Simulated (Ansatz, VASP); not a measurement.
## SnO2 in VASP and in Ansatz

The input INCAR:

```
SYSTEM = SnO2
PREC = Accurate
ENCUT = 520
EDIFF = 1E-7
ISMEAR = 0
SIGMA = 0.05
LREAL = .False.
LASPH = .True.
NELM = 80
ALGO = Normal
ISIF = 2
LWAVE = .False.
LCHARG = .True.
GGA = PE
LELF = .True.
LVHAR = .True.
NBANDS = 35
```

File KPOINTS:

```
Automatic mesh
0
Gamma
  6 6 10
  0 0 0
```

File POSCAR:

```
SnO2
1.0
    4.8275742947      0.0724136144      0.0000000000
    0.0724136144      4.8275742947      0.0000000000
    0.0000000000      0.0000000000      3.2381011166
Sn O
2 4
Direct
    0.0000000000      0.0000000000      0.0000000000
    0.5000000000      0.5000000000      0.5000000000
    0.3065775573      0.3065775573      0.0000000000
    0.8065775573      0.1934224427      0.5000000000
    0.1934224427      0.8065775573      0.5000000000
    0.6934224427      0.6934224427      0.0000000000
```

Input for Ansatz:

```yaml
crystal:
  lattice:
    - [4.8275742947, 0.0724136144, 0.0]
    - [0.0724136144, 4.8275742947, 0.0]
    - [0.0, 0.0, 3.2381011166]
  atoms:
    - { symbol: Sn, position: [0.0, 0.0, 0.0] }
    - { symbol: Sn, position: [0.5, 0.5, 0.5] }
    - { symbol: O, position: [0.3065775573, 0.3065775573, 0.0] }
    - { symbol: O, position: [0.8065775573, 0.1934224427, 0.5] }
    - { symbol: O, position: [0.1934224427, 0.8065775573, 0.5] }
    - { symbol: O, position: [0.6934224427, 0.6934224427, 0.0] }
basis:
  ecutwfc: 420
  ecutrho_ratio: 4
kpoints:
  mp_grid: { grid: [6, 6, 10] }
hamiltonian:
  xc: pbe
scf:
  occupations: { method: gaussian, width: 0.05 }
output:
  forces: true
  stress: true
  eigenvalues: true
```

Change from the starting cell: strain e6 = +0.03, atoms carried along.

Alike in both runs: task single point; functional PBE; k mesh 6 × 6 × 10; occupations gaussian, width 0.05 eV; no spin polarisation.

|  | VASP | Ansatz |
| --- | --- | --- |
| version | VASP 6.6.1 | Ansatz 0.2.0 |
| potentials or method | VASP PAW PBE potentials, release 64 (Sn_d, O), cutoff 520 eV | scalar-relativistic, plane waves, PAW |
| valence electrons in the cell | 52 | 52 |

```csv
,VASP,Ansatz,Ansatz less VASP
gap on the k mesh at the Fermi level (eV),0.67,0.68,+0.011
least direct gap on the mesh (eV),0.67,0.68,+0.011
pressure (GPa),0.8,0.2,-0.60
"traceless stress, the component that is largest in VASP (GPa)",-5.40,-5.37,+0.035
rms of the force components (eV/Å),0.031,0.031,0.0000
```

Atom by atom the forces differ by 0.008 eV/Å (rms over components).
